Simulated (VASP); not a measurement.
# SiGe (P6_3mc) in VASP: further runs

Runs on SiGe. Level: PBEsol. Tasks: single point.

Program: VASP 6.6.1. These are calculated values, not measurements. Logs are shortened: lines on timing, memory, paths and dates and some standing lists are left out, and cuts for length are marked.

### 1 The cell of the first run

It takes space group P6_3mc (No. 186, hexagonal). The conventional cell has a = 3.904 Å, b = 3.904 Å, c = 6.451 Å, α = 90.00°, β = 90.00°, γ = 120.00°. Within 3.0 Å of Si (site symmetry 3m) lie 4 Ge at 2.28 to 2.91 Å. Within 3.0 Å of Ge (site symmetry 3m) lie 4 Si at 2.28 to 2.91 Å.

### 2 Single point, PBEsol (all Si atoms moved +0.500 Å, as atom 1 along Cartesian [0 0 1])

File INCAR:

```
SYSTEM = SiGe
PREC     = Accurate       ! precision mode
ENCUT    = 520            ! plane-wave cutoff, eV
EDIFF    = 1E-6           ! SCF threshold, eV
ISMEAR   = 0              ! smearing method
SIGMA    = 0.03           ! smearing width, eV
LREAL    = .False.        ! projectors in reciprocal space
LASPH    = .True.         ! aspherical terms in the spheres
NELM     = 100            ! most SCF steps
ALGO     = Normal         ! electronic algorithm
ISIF     = 2              ! what is computed and relaxed
LWAVE    = .False.        ! write WAVECAR
LCHARG   = .False.        ! write CHGCAR
GGA      = PS             ! functional
NBANDS   = 26             ! bands
```

File KPOINTS:

```
Automatic mesh
0
Gamma
  12 12 6
  0 0 0
```

File POSCAR:

```
SiGe
1.0
    3.9044512986      0.0000000000      0.0000000000
   -1.9522256493      3.3813540124      0.0000000000
    0.0000000000      0.0000000000      6.4507830000
Si Ge
2 2
Direct
    0.6666666667      0.3333333333      0.9521169705
    0.3333333333      0.6666666667      0.4521169705
    0.6666666667      0.3333333333      0.5003920000
    0.3333333333      0.6666666667      0.0003920000
```

Potentials or basis: VASP PAW PBE potentials, release 64 (Si, Ge_d).

Command:

```console
cat potpaw_PBE.64/Si/POTCAR potpaw_PBE.64/Ge_d/POTCAR > POTCAR
mpirun -np 1 vasp_std > vasp.out
```

OUTCAR:

```text
SYSTEM = SiGe
   PREC = Accurate
   ENCUT = 520
   EDIFF = 1E-6
   ISMEAR = 0
   LREAL = .False.
   LASPH = .True.
   NELM = 100
   ISIF = 2
   GGA = PS

 ion  position               nearest neighbor table
   1  0.667  0.333  0.952-   4 2.28   4 2.28   4 2.28   3 2.91
   2  0.333  0.667  0.452-   3 2.28   3 2.28   3 2.28   4 2.91
   3  0.667  0.333  0.500-   2 2.28   2 2.28   2 2.28   1 2.91
   4  0.333  0.667  0.000-   1 2.28   1 2.28   1 2.28   2 2.91

  LATTYP: Found a hexagonal cell.
 ALAT       =     3.9044512986
 C/A-ratio  =     1.6521612146

  Lattice vectors:

 A1 = (   3.9044512986,   0.0000000000,   0.0000000000)
 A2 = (  -1.9522256493,   3.3813540124,   0.0000000000)
 A3 = (   0.0000000000,   0.0000000000,   6.4507830000)

Analysis of symmetry for initial positions (statically):
=====================================================================
 Subroutine PRICEL returns:
 Original cell was already a primitive cell.

 Routine SETGRP: Setting up the symmetry group for a
 hexagonal supercell.

 Subroutine GETGRP returns: Found 12 space group operations
 (whereof  6 operations were pure point group operations)
 out of a pool of 24 trial point group operations.

The static configuration has the point symmetry C_3v.
 The point group associated with its full space group is C_6v.

Analysis of symmetry for dynamics (positions and initial velocities):
=====================================================================
 Subroutine PRICEL returns:
 Original cell was already a primitive cell.

 Routine SETGRP: Setting up the symmetry group for a
 hexagonal supercell.

 Subroutine GETGRP returns: Found 12 space group operations
 (whereof  6 operations were pure point group operations)
 out of a pool of 24 trial point group operations.

The dynamic configuration has the point symmetry C_3v.
 The point group associated with its full space group is C_6v.

 Subroutine INISYM returns: Found 12 space group operations
 (whereof  6 operations are pure point group operations),
 and found     1 'primitive' translations

----------------------------------------------------------------------------------------

                                     Primitive cell

  volume of cell :      85.1654

  direct lattice vectors                    reciprocal lattice vectors
     3.904451299  0.000000000  0.000000000     0.256117934  0.147869758  0.000000000
    -1.952225649  3.381354012  0.000000000     0.000000000  0.295739516  0.000000000
     0.000000000  0.000000000  6.450783000     0.000000000  0.000000000  0.155019941

  length of vectors
     3.904451299  3.904451299  6.450783000     0.295739516  0.295739516  0.155019941

  position of ions in fractional coordinates (direct lattice)
     0.666666667  0.333333333  0.952116971
     0.333333333  0.666666667  0.452116971
     0.666666667  0.333333333  0.500392000
     0.333333333  0.666666667  0.000392000

  ion indices of the primitive-cell ions
   primitive index   ion index
                 1           1
                 2           2
                 3           3
                 4           4

----------------------------------------------------------------------------------------

 KPOINTS: Automatic mesh

Automatic generation of k-mesh.
 Grid dimensions read from file:
 generate k-points for:   12   12    6

 Generating k-lattice:

  Cartesian coordinates                     Fractional coordinates (reciprocal lattice)
     0.021343161  0.012322480  0.000000000     0.083333333  0.000000000  0.000000000
     0.000000000  0.024644960  0.000000000     0.000000000  0.083333333  0.000000000
     0.000000000  0.000000000  0.025836657     0.000000000  0.000000000  0.166666667

  Length of vectors
     0.024644960  0.024644960  0.025836657

  Shift w.r.t. Gamma in fractional coordinates (k-lattice)
     0.000000000  0.000000000  0.000000000

 Subroutine IBZKPT returns following result:
 ===========================================

 Found     76 irreducible k-points:

 Following reciprocal coordinates:
            Coordinates               Weight
  0.000000  0.000000  0.000000      1.000000
  0.083333 -0.000000  0.000000      6.000000
  0.166667 -0.000000  0.000000      6.000000
  0.250000 -0.000000  0.000000      6.000000
  0.333333 -0.000000  0.000000      6.000000
  0.416667 -0.000000  0.000000      6.000000
[... 16 lines left out ...]
  0.250000 -0.000000  0.166667     12.000000
  0.333333 -0.000000  0.166667     12.000000
 [... further k-points ...]
   k-points           NKPTS =     76   k-points in BZ     NKDIM =     76   number of bands    NBANDS=     26
   number of dos      NEDOS =    301   number of ions     NIONS =      4
   total plane-waves  NPLWV =  43200
   dimension x,y,z NGX =    30 NGY =   30 NGZ =   48
   dimension x,y,z NGXF=    60 NGYF=   60 NGZF=   96
   ions per type =               2   2
   NGX,Y,Z   is equivalent  to a cutoff of  12.77, 12.77, 12.37 a.u.
   NGXF,Y,Z  is equivalent  to a cutoff of  25.55, 25.55, 24.74 a.u.
 SYSTEM =  SiGe
   PREC   = accura    normal or accurate (medium, high low for compatibility)
   ISTART =      0    job   : 0-new  1-cont  2-samecut
   ICHARG =      2    charge: 1-file 2-atom 10-const
   ISPIN  =      1    spin polarized calculation?
   LNONCOLLINEAR =      F non collinear calculations
   LSORBIT =      F    spin-orbit coupling
   LASPH  =      T    aspherical Exc in radial PAW
   ENCUT  =  520.0 eV  38.22 Ry    6.18 a.u.   7.26  7.26 11.99*2*pi/ulx,y,z
   NELM   =    100;   NELMIN=  2; NELMDL= -5     # of ELM steps
   EDIFF  = 0.1E-05   stopping-criterion for ELM
   LREAL  =      F    real-space projection
   EDIFFG = 0.1E-04   stopping-criterion for IOM
   NSW    =      0    number of steps for IOM
   IBRION =     -1    ionic relax: 0-MD 1-quasi-New 2-CG
   NFREE  =      0    steps in history (QN), initial steepest desc. (CG)
   ISIF   =      2    stress and relaxation
   ISYM   =      2    0-nonsym 1-usesym 2-fastsym
   POTIM  = 0.5000    time-step for ionic-motion
   TEBEG  =    0.0;   TEEND  =   0.0 temperature during run
   PSTRESS=    0.0 pullay stress
   NELECT =      36.0000    total number of electrons
   NUPDOWN=      -1.0000    fix difference up-down
   EMIN   =  10.00;   EMAX   =-10.00  energy-range for DOS
   EFERMI =   0.00;   METHOD = LEGACY
   ISMEAR =     0;   SIGMA  =   0.03  broadening in eV -4-tet -1-fermi 0-gaus
   EFERMI_NEDOS =   21; number of points for ismear=-14 and -15
   IALGO  =     38    algorithm
   IMIX   =      4    mixing-type and parameters
     AMIX     =   0.40;   BMIX     =  1.00
     AMIX_MAG =   1.60;   BMIX_MAG =  1.00
  volume/ion in A,a.u.               =      21.29       143.68
  Fermi-wavevector in a.u.,A,eV,Ry     =   1.228631  2.321775 20.538443  1.509533
  Thomas-Fermi vector in A             =   2.363549
   LORBIT       =      0    0 simple, 1 ext, 2 COOP (PROOUT), +10 PAW based schemes
   GGA     = PS    functional components
   LHFCALC =     F    Hartree Fock is set to
   AEXX    =    0.0000 exact exchange contribution
   IVDW    =     0    specifies the selected vdW correction
   LEPSILON=     F    determine dielectric tensor
   LRPA    =     F    only Hartree local field effects (RPA)
 non-spin polarized calculation
 Gauss-broadening in eV      SIGMA  =   0.03
  energy-cutoff  :      520.00
  volume of cell :       85.17
 maximum number of plane-waves:      2316
 NGX is ok and might be reduce to    30
   NGX = 15   NGY = 15   NGZ = 23

 number of electron      35.9999966 magnetization

 Free energy of the ion-electron system (eV)
  ---------------------------------------------------
  ext. energy  EPLUGINS =         0.00000000
  ---------------------------------------------------
  free energy    TOTEN  =       -19.68775606 eV

  energy without entropy =      -19.68719316  energy(sigma->0) =      -19.68747461

 E-fermi :   5.6797     XC(G=0):  -9.8860

 val. band max:        5.6730936839   @ k =   0.2500  -0.0000   0.0000
 cond. band min:       5.7024487115   @ k =   0.1667   0.0833   0.1667
 fundamental gap:      0.0293550276
 Fermi energy:         5.6797241425

 k-point     1 :       0.0000    0.0000    0.0000
  band No.  band energies     occupation
      1     -19.2367      2.00000
      2     -19.2345      2.00000
      3     -19.2321      2.00000
      4     -19.2321      2.00000
      5     -19.2313      2.00000
      6     -19.2313      2.00000
[... 18 lines left out ...]
     25       9.1363      0.00000
     26      11.5496      0.00000

 k-point     2 :       0.0833   -0.0000    0.0000
  band No.  band energies     occupation
      1     -19.2367      2.00000
      2     -19.2340      2.00000
      3     -19.2322      2.00000
      4     -19.2313      2.00000
      5     -19.2309      2.00000
      6     -19.2306      2.00000
[... 18 lines left out ...]
     25       9.4483      0.00000
     26      11.1618      0.00000

 k-point     3 :       0.1667   -0.0000    0.0000
  band No.  band energies     occupation
      1     -19.2370      2.00000
      2     -19.2334      2.00000
      3     -19.2319      2.00000
      4     -19.2295      2.00000
      5     -19.2294      2.00000
      6     -19.2287      2.00000
[... 18 lines left out ...]
     25      10.2802      0.00000
     26      10.8374      0.00000

 k-point     4 :       0.2500   -0.0000    0.0000
  band No.  band energies     occupation
      1     -19.2379      2.00000
      2     -19.2338      2.00000
      3     -19.2301      2.00000
      4     -19.2271      2.00000
      5     -19.2269      2.00000
      6     -19.2262      2.00000
[... 18 lines left out ...]
     25      11.4498      0.00000
     26      11.5791      0.00000

 k-point     5 :       0.3333   -0.0000    0.0000
  band No.  band energies     occupation
      1     -19.2390      2.00000
      2     -19.2345      2.00000
      3     -19.2281      2.00000
      4     -19.2246      2.00000
      5     -19.2245      2.00000
      6     -19.2238      2.00000
[... 18 lines left out ...]
     25      11.6407      0.00000
     26      12.0885      0.00000

 k-point     6 :       0.4167   -0.0000    0.0000
  band No.  band energies     occupation
      1     -19.2398      2.00000
      2     -19.2351      2.00000
      3     -19.2266      2.00000
      4     -19.2227      2.00000
      5     -19.2227      2.00000
      6     -19.2220      2.00000
[... 427 lines left out ...]
 k-point    21 :       0.0833   -0.0000    0.1667
  band No.  band energies     occupation
      1     -19.2365      2.00000
      2     -19.2342      2.00000
      3     -19.2321      2.00000
      4     -19.2313      2.00000
      5     -19.2310      2.00000
      6     -19.2307      2.00000
[... 18 lines left out ...]
     25       9.3232      0.00000
     26      11.8859      0.00000

 k-point    22 :       0.1667   -0.0000    0.1667
  band No.  band energies     occupation
      1     -19.2368      2.00000
      2     -19.2337      2.00000
      3     -19.2316      2.00000
      4     -19.2296      2.00000
      5     -19.2294      2.00000
      6     -19.2288      2.00000
[... 18 lines left out ...]
     25      10.1557      0.00000
     26      11.6476      0.00000

 k-point    23 :       0.2500   -0.0000    0.1667
  band No.  band energies     occupation
      1     -19.2377      2.00000
      2     -19.2341      2.00000
      3     -19.2299      2.00000
      4     -19.2273      2.00000
      5     -19.2269      2.00000
      6     -19.2263      2.00000
[... 18 lines left out ...]
     25      11.3870      0.00000
     26      11.5647      0.00000

 k-point    24 :       0.3333   -0.0000    0.1667
  band No.  band energies     occupation
      1     -19.2387      2.00000
      2     -19.2348      2.00000
      3     -19.2279      2.00000
      4     -19.2249      2.00000
      5     -19.2244      2.00000
      6     -19.2238      2.00000
[... 18 lines left out ...]
     25      11.9427      0.00000
     26      12.1739      0.00000

 [... further k-points ...]

------------------------ aborting loop because EDIFF is reached ----------------------------------------

  FORCE on cell =-STRESS in cart. coord.  units (eV):
  Direction    XX          YY          ZZ          XY          YZ          ZX
  --------------------------------------------------------------------------------------
  -------------------------------------------------------------------------------------
  Total        4.5488599      4.5488599     -3.6261582      0.0000000      0.0000000     -0.0000000
  in kB       85.5756217     85.5756217    -68.2172552      0.0000000      0.0000000     -0.0000000
  external PRESSURE =      34.3113294 kB  Pullay stress =       0.0000000 kB

 VOLUME and BASIS-vectors are now :
 -----------------------------------------------------------------------------
  energy-cutoff  :      520.00
  volume of cell :       85.17
      direct lattice vectors                 reciprocal lattice vectors
     3.904451299  0.000000000  0.000000000     0.256117934  0.147869758  0.000000000
    -1.952225649  3.381354012  0.000000000     0.000000000  0.295739516  0.000000000
     0.000000000  0.000000000  6.450783000     0.000000000  0.000000000  0.155019941

 POSITION                                       TOTAL-FORCE (eV/Angst)
 -----------------------------------------------------------------------------------
      1.95223      1.12712      6.14190        -0.000000     -0.000000     -1.901744
     -0.00000      2.25424      2.91651         0.000000      0.000000     -1.901744
      1.95223      1.12712      3.22792        -0.000000      0.000000      1.901744
     -0.00000      2.25424      0.00253         0.000000     -0.000000      1.901744
 -----------------------------------------------------------------------------------
    total drift:                                0.000000      0.000000      0.000815

  FREE ENERGIE OF THE ION-ELECTRON SYSTEM (eV)
  ---------------------------------------------------
  free  energy   TOTEN  =       -19.6877560632 eV

  energy  without entropy=      -19.6871931559  energy(sigma->0) =      -19.68747461
```

Wall time 4.9 min (1 thread of AMD EPYC 7R13, shared host); peak memory 0.25 GiB.

Results:

```
Free energy            : -19.6878 eV
Pressure               : 3.4 GPa
Largest force          : 1.902 eV/Å
Band gap on the k mesh : zero (band 18 reaches 6.46 eV, above the bottom of band 19 at 5.26 eV)
```

Forces on the atoms (eV/Å):
```
Si   0.000  0.000 -1.902
Si   0.000  0.000 -1.902
Ge   0.000  0.000  1.902
Ge   0.000  0.000  1.902
```

Stress tensor (GPa, compression positive):
```
 8.56  0.00  0.00
 0.00  8.56  0.00
 0.00  0.00 -6.82
```

Levels at points of the mesh, in eV from the Fermi level:
```tsv
k point	band 15	band 16	band 17	band 18	band 19	band 20	band 21	band 22
(0.00, 0.00, 0.00)	-2.28	-1.26	-1.26	-0.64	0.81	1.54	2.07	2.07
(0.50, 0.00, 0.00)	-3.90	-3.85	-2.74	-2.05	-0.42	1.37	2.79	4.70
(0.00, 0.00, 0.50)	-1.83	-1.83	-1.83	-1.83	0.12	0.12	2.67	2.67
(0.50, 0.00, 0.50)	-3.36	-3.36	-1.62	-1.62	0.30	0.30	0.83	0.83
```

Caveat: the cell differs from its parent crystal (all Si atoms moved +0.500 Å, as atom 1 along Cartesian [0 0 1]); the PAW data sets were made with another functional, which shifts forces and pressure a little.

(Continued in part 2 of 2.)
